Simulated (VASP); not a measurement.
# AlPt in VASP: single point with PBEsol+U

Aim: the single point of AlPt with PBEsol+U.

Program: VASP 6.6.1. These are calculated values, not measurements. Logs are shortened: lines on timing, memory, paths and dates and some standing lists are left out, and cuts for length are marked.

### 1 The cell of the first run

The typed cell holds 2 atoms: a = 3.062 Å, b = 3.059 Å, c = 3.060 Å, α = 90.00°, β = 90.00°, γ = 90.00°.

### 2 Single point, PBEsol+U

The input, INCAR:

```
ALGO = Normal ; EDIFF = 1E-6
ENCUT = 520 ; GGA = PS
ISIF = 2 ; ISMEAR = 0
LASPH = T ; LCHARG = F
LDAU = T ; LDAUJ = 0 0
LDAUL = -1 2 ; LDAUPRINT = 1
LDAUTYPE = 2 ; LDAUU = 0 4
LMAXMIX = 4 ; LREAL = F
LWAVE = F ; NBANDS = 14
NELM = 150 ; PREC = Accurate
SIGMA = 0.15
```

The input, KPOINTS:

```
k-points
0
Gamma
  12 12 12
```

The input, POSCAR:

```
AlPt
1.0
    3.0623101430      0.0000023728      0.0000021184
    0.0000023728      3.0594391691      0.0000408004
    0.0000021184      0.0000408004      3.0599310528
Al Pt
1 1
Direct
    0.0000001012      0.0000015934      0.0000014291
    0.4999998988      0.4999984066      0.4999985709
```

Potentials or basis: VASP PAW PBE potentials, release 64 (Al, Pt).

On the command line:

```bash
$ cat potpaw_PBE.64/Al/POTCAR potpaw_PBE.64/Pt/POTCAR > POTCAR
$ mpirun -np 1 vasp_std > vasp.out
```

OUTCAR:

```text
EDIFF = 1E-6
   ENCUT = 520
   GGA = PS
   ISIF = 2
   ISMEAR = 0
   LASPH = T
   LREAL = F
   NELM = 150
   PREC = Accurate

 ion  position               nearest neighbor table
   1  0.000  0.000  0.000-   2 2.65   2 2.65   2 2.65   2 2.65   2 2.65   2 2.65   2 2.65   2 2.65

   2  0.500  0.500  0.500-   1 2.65   1 2.65   1 2.65   1 2.65   1 2.65   1 2.65   1 2.65   1 2.65

  LATTYP: Found a simple monoclinic cell.
 ALAT       =     3.0594391694
 B/A-ratio  =     1.0009383987
 C/A-ratio  =     1.0001607758
 COS(beta)  =    -0.0000266697

  Lattice vectors:

 A1 = (   0.0000023728,   3.0594391691,   0.0000408004)
 A2 = (   3.0623101430,   0.0000023728,   0.0000021184)
 A3 = (  -0.0000021184,  -0.0000408004,  -3.0599310528)

Analysis of symmetry for initial positions (statically):
=====================================================================
 Subroutine PRICEL returns:
 Original cell was already a primitive cell.

 Routine SETGRP: Setting up the symmetry group for a
 simple monoclinic supercell.

 Subroutine GETGRP returns: Found  4 space group operations
 (whereof  4 operations were pure point group operations)
 out of a pool of  4 trial point group operations.

The static configuration has the point symmetry C_2h.

Analysis of symmetry for dynamics (positions and initial velocities):
=====================================================================
 Subroutine PRICEL returns:
 Original cell was already a primitive cell.

 Routine SETGRP: Setting up the symmetry group for a
 simple monoclinic supercell.

 Subroutine GETGRP returns: Found  4 space group operations
 (whereof  4 operations were pure point group operations)
 out of a pool of  4 trial point group operations.

The dynamic configuration has the point symmetry C_2h.

 Subroutine INISYM returns: Found  4 space group operations
 (whereof  4 operations are pure point group operations),
 and found     1 'primitive' translations

----------------------------------------------------------------------------------------

                                     Primitive cell

  volume of cell :      28.6683

  direct lattice vectors                    reciprocal lattice vectors
     3.062310143  0.000002373  0.000002118     0.326550856 -0.000000253 -0.000000226
     0.000002373  3.059439169  0.000040800    -0.000000253  0.326857291 -0.000004358
     0.000002118  0.000040800  3.059931053    -0.000000226 -0.000004358  0.326804749

  length of vectors
     3.062310143  3.059439169  3.059931053     0.326550856  0.326857291  0.326804749

  position of ions in fractional coordinates (direct lattice)
     0.000000101  0.000001593  0.000001429
     0.499999899  0.499998407  0.499998571

  ion indices of the primitive-cell ions
   primitive index   ion index
                 1           1
                 2           2

----------------------------------------------------------------------------------------

 KPOINTS: k-points

Automatic generation of k-mesh.
 Grid dimensions read from file:
 generate k-points for:   12   12   12

 Generating k-lattice:

  Cartesian coordinates                     Fractional coordinates (reciprocal lattice)
     0.027212571 -0.000000021 -0.000000019     0.083333333  0.000000000  0.000000000
    -0.000000021  0.027238108 -0.000000363     0.000000000  0.083333333  0.000000000
    -0.000000019 -0.000000363  0.027233729     0.000000000  0.000000000  0.083333333

  Length of vectors
     0.027212571  0.027238108  0.027233729

[... 44 lines left out ...]
   PREC   = accura    normal or accurate (medium, high low for compatibility)
   ISTART =      0    job   : 0-new  1-cont  2-samecut
   ICHARG =      2    charge: 1-file 2-atom 10-const
   ISPIN  =      1    spin polarized calculation?
   LNONCOLLINEAR =      F non collinear calculations
   LSORBIT =      F    spin-orbit coupling
   LASPH  =      T    aspherical Exc in radial PAW
   ENCUT  =  520.0 eV  38.22 Ry    6.18 a.u.   5.69  5.69  5.69*2*pi/ulx,y,z
   NELM   =    150;   NELMIN=  2; NELMDL= -5     # of ELM steps
   EDIFF  = 0.1E-05   stopping-criterion for ELM
   LREAL  =      F    real-space projection
   EDIFFG = 0.1E-04   stopping-criterion for IOM
   NSW    =      0    number of steps for IOM
   IBRION =     -1    ionic relax: 0-MD 1-quasi-New 2-CG
   NFREE  =      0    steps in history (QN), initial steepest desc. (CG)
   ISIF   =      2    stress and relaxation
   ISYM   =      2    0-nonsym 1-usesym 2-fastsym
   POTIM  = 0.5000    time-step for ionic-motion
   TEBEG  =    0.0;   TEEND  =   0.0 temperature during run
   PSTRESS=    0.0 pullay stress
   NELECT =      13.0000    total number of electrons
   NUPDOWN=      -1.0000    fix difference up-down
   EMIN   =  10.00;   EMAX   =-10.00  energy-range for DOS
   EFERMI =   0.00;   METHOD = LEGACY
   ISMEAR =     0;   SIGMA  =   0.15  broadening in eV -4-tet -1-fermi 0-gaus
   EFERMI_NEDOS =   21; number of points for ismear=-14 and -15
   IALGO  =     38    algorithm
   IMIX   =      4    mixing-type and parameters
     AMIX     =   0.40;   BMIX     =  1.00
     AMIX_MAG =   1.60;   BMIX_MAG =  1.00
  volume/ion in A,a.u.               =      14.33        96.73
  Fermi-wavevector in a.u.,A,eV,Ry     =   1.257733  2.376770 21.522946  1.581892
  Thomas-Fermi vector in A             =   2.391377
   LORBIT       =      0    0 simple, 1 ext, 2 COOP (PROOUT), +10 PAW based schemes
 LDA+U is selected, type is set to LDAUTYPE =  2
   angular momentum for each species LDAUL =    -1    2
   U (eV)           for each species LDAUU =   0.0  4.0
   J (eV)           for each species LDAUJ =   0.0  0.0
   GGA     = PS    functional components
   LHFCALC =     F    Hartree Fock is set to
   AEXX    =    0.0000 exact exchange contribution
   IVDW    =     0    specifies the selected vdW correction
   LEPSILON=     F    determine dielectric tensor
   LRPA    =     F    only Hartree local field effects (RPA)
 non-spin polarized calculation
 Gauss-broadening in eV      SIGMA  =   0.15
  energy-cutoff  :      520.00
  volume of cell :       28.67
 maximum number of plane-waves:       804
 NGX is ok and might be reduce to    24
   NGX = 11   NGY = 11   NGZ = 11

atom =   2  type =  2  l = 2

 onsite density matrix

spin component  1

  0.8615  0.0000 -0.0000  0.0000  0.0000
  0.0000  0.8617 -0.0000  0.0000  0.0000
 -0.0000 -0.0000  0.8759  0.0000 -0.0002
  0.0000  0.0000  0.0000  0.8614  0.0000
  0.0000  0.0000 -0.0002  0.0000  0.8761

spin component  2

  0.8615  0.0000 -0.0000  0.0000  0.0000
  0.0000  0.8617 -0.0000  0.0000  0.0000
 -0.0000 -0.0000  0.8759  0.0000 -0.0002
  0.0000  0.0000  0.0000  0.8614  0.0000
  0.0000  0.0000 -0.0002  0.0000  0.8761

 occupancies and eigenvectors

  o =  0.8614  v = -0.0321 -0.0053 -0.0001  0.9995 -0.0001  0.0000  0.0000  0.0000  0.0000  0.0000      0.0000  0.0000  0.0000  0.0000  0.0000  0.0000  0.0000  0.0000  0.0000  0.0000
  o =  0.8614  v =  0.0000  0.0000  0.0000  0.0000  0.0000 -0.0321 -0.0053 -0.0001  0.9995 -0.0001      0.0000  0.0000  0.0000  0.0000  0.0000  0.0000  0.0000  0.0000  0.0000  0.0000
  o =  0.8615  v =  0.0000  0.0000  0.0000  0.0000  0.0000  0.9995 -0.0061  0.0001  0.0320 -0.0000      0.0000  0.0000  0.0000  0.0000  0.0000  0.0000  0.0000  0.0000  0.0000  0.0000
  o =  0.8615  v =  0.9995 -0.0061  0.0001  0.0320 -0.0000  0.0000  0.0000  0.0000  0.0000  0.0000      0.0000  0.0000  0.0000  0.0000  0.0000  0.0000  0.0000  0.0000  0.0000  0.0000
  o =  0.8617  v =  0.0060  1.0000  0.0001  0.0055 -0.0001  0.0000  0.0000  0.0000  0.0000  0.0000      0.0000  0.0000  0.0000  0.0000  0.0000  0.0000  0.0000  0.0000  0.0000  0.0000
  o =  0.8617  v =  0.0000  0.0000  0.0000  0.0000  0.0000  0.0060  1.0000  0.0001  0.0055 -0.0001      0.0000  0.0000  0.0000  0.0000  0.0000  0.0000  0.0000  0.0000  0.0000  0.0000
  o =  0.8758  v = -0.0001  0.0000  0.8227  0.0001  0.5685  0.0000  0.0000  0.0000  0.0000  0.0000      0.0000  0.0000  0.0000  0.0000  0.0000  0.0000  0.0000  0.0000  0.0000  0.0000
  o =  0.8758  v =  0.0000  0.0000  0.0000  0.0000  0.0000 -0.0001  0.0000  0.8227  0.0001  0.5685      0.0000  0.0000  0.0000  0.0000  0.0000  0.0000  0.0000  0.0000  0.0000  0.0000
  o =  0.8762  v =  0.0000  0.0000  0.0000  0.0000  0.0000  0.0001  0.0001 -0.5685  0.0000  0.8227      0.0000  0.0000  0.0000  0.0000  0.0000  0.0000  0.0000  0.0000  0.0000  0.0000
  o =  0.8762  v =  0.0001  0.0001 -0.5685  0.0000  0.8227  0.0000  0.0000  0.0000  0.0000  0.0000      0.0000  0.0000  0.0000  0.0000  0.0000  0.0000  0.0000  0.0000  0.0000  0.0000

 number of electron      12.9999996 magnetization

 Free energy of the ion-electron system (eV)
  ---------------------------------------------------
  ext. energy  EPLUGINS =         0.00000000
  ---------------------------------------------------
  free energy    TOTEN  =       -10.34601197 eV

  energy without entropy =      -10.33889065  energy(sigma->0) =      -10.34245131

 E-fermi :  10.6500     XC(G=0): -12.3093

 val. band max:       10.6491563730   @ k =   0.3333   0.5000   0.4167
 cond. band min:      10.6583326559   @ k =   0.3333  -0.0000   0.3333
 fundamental gap:      0.0091762829
 Fermi energy:        10.6499885782

 k-point     1 :       0.0000    0.0000    0.0000
  band No.  band energies     occupation
      1      -0.7458      2.00000
      2       4.3088      2.00000
      3       4.3090      2.00000
      4       7.3983      2.00000
      5       7.3991      2.00000
      6       7.4026      2.00000
      7      14.9373      0.00000
      8      14.9606      0.00000
      9      14.9654      0.00000
     10      19.8232      0.00000
     11      19.8241      0.00000
     12      21.0959      0.00000
     13      28.9745      0.00000
     14      28.9906      0.00000
[... 377 lines left out ...]
      1       0.8365      2.00000
      2       4.6383      2.00000
      3       5.0054      2.00000
      4       6.1792      2.00000
      5       6.6602      2.00000
      6       7.1130      2.00000
      7      11.7982      0.00000
      8      14.1165      0.00000
      9      17.4840      0.00000
     10      18.7545      0.00000
     11      23.0950      0.00000
     12      23.1031      0.00000
     13      24.7880      0.00000
     14      26.1986      0.00000

 [... further k-points ...]
[... 5 lines left out ...]
  --------------------------------------------------------------------------------------
  -------------------------------------------------------------------------------------
  Total       -1.1767913     -1.1749292     -1.1752504     -0.0000018     -0.0003683     -0.0000016
  in kB      -65.7669014    -65.6628396    -65.6807876     -0.0001019     -0.0205830     -0.0000910
  external PRESSURE =     -65.7035095 kB  Pullay stress =       0.0000000 kB

 VOLUME and BASIS-vectors are now :
 -----------------------------------------------------------------------------
  energy-cutoff  :      520.00
  volume of cell :       28.67
      direct lattice vectors                 reciprocal lattice vectors
     3.062310143  0.000002373  0.000002118     0.326550856 -0.000000253 -0.000000226
     0.000002373  3.059439169  0.000040800    -0.000000253  0.326857291 -0.000004358
     0.000002118  0.000040800  3.059931053    -0.000000226 -0.000004358  0.326804749

 POSITION                                       TOTAL-FORCE (eV/Angst)
 -----------------------------------------------------------------------------------
      0.00000      0.00000      0.00000        -0.000000      0.000000      0.000000
      1.53116      1.52974      1.52998         0.000000     -0.000000      0.000000
 -----------------------------------------------------------------------------------
    total drift:                                0.000115      0.001813      0.001626

  FREE ENERGIE OF THE ION-ELECTRON SYSTEM (eV)
  ---------------------------------------------------
  free  energy   TOTEN  =       -10.3460119652 eV

  energy  without entropy=      -10.3388906500  energy(sigma->0) =      -10.34245131
```

Wall time 38 s (1 thread of Intel Xeon 6975P-C (Granite Rapids), shared host); peak memory 0.32 GiB.

What came out:

```
Free energy : -10.3460 eV
Pressure    : -6.6 GPa
```

Levels at points of the mesh, in eV from the Fermi level:
| k point | band 3 | band 4 | band 5 | band 6 | band 7 | band 8 | band 9 | band 10 | band 11 | band 12 |
| --- | --- | --- | --- | --- | --- | --- | --- | --- | --- | --- |
| (0.00, 0.00, 0.00) | -6.34 | -3.25 | -3.25 | -3.25 | 4.29 | 4.31 | 4.32 | 9.17 | 9.17 | 10.45 |
| (0.50, 0.00, 0.00) | -5.77 | -4.68 | -4.68 | -3.05 | -1.27 | 6.42 | 9.11 | 9.12 | 10.46 | 10.47 |
| (0.00, 0.50, 0.00) | -5.77 | -4.69 | -4.68 | -3.05 | -1.25 | 6.42 | 9.09 | 9.11 | 10.45 | 10.47 |
| (0.50, 0.50, 0.00) | -4.35 | -4.35 | -2.81 | -2.81 | -2.01 | 1.21 | 3.45 | 8.90 | 12.75 | 12.76 |
| (0.00, 0.00, 0.50) | -5.77 | -4.69 | -4.68 | -3.05 | -1.25 | 6.42 | 9.09 | 9.12 | 10.45 | 10.47 |
| (0.50, 0.00, 0.50) | -4.35 | -4.35 | -2.81 | -2.81 | -2.01 | 1.21 | 3.45 | 8.90 | 12.76 | 12.76 |
| (0.00, 0.50, 0.50) | -4.36 | -4.36 | -2.81 | -2.80 | -2.00 | 1.22 | 3.46 | 8.88 | 12.74 | 12.74 |
| (0.50, 0.50, 0.50) | -7.02 | -1.93 | -1.92 | 1.01 | 2.26 | 2.26 | 2.26 | 5.65 | 6.08 | 6.08 |

Eigenvalues of the final occupation matrices:
| site | spin | trace | eigenvalues |
| --- | --- | --- | --- |
| site 2 d | 1 | 4.34 | 0.86 0.86 0.86 0.88 0.88 |
| site 2 d | 2 | 4.34 | 0.86 0.86 0.86 0.88 0.88 |

Caveat: the PAW data sets were made with another functional, which shifts forces and pressure a little; spin-orbit coupling is left out, which moves the levels of the heavy elements; U without spin polarisation on a metal has little footing; the U is typed as a test and isn't derived for this compound.
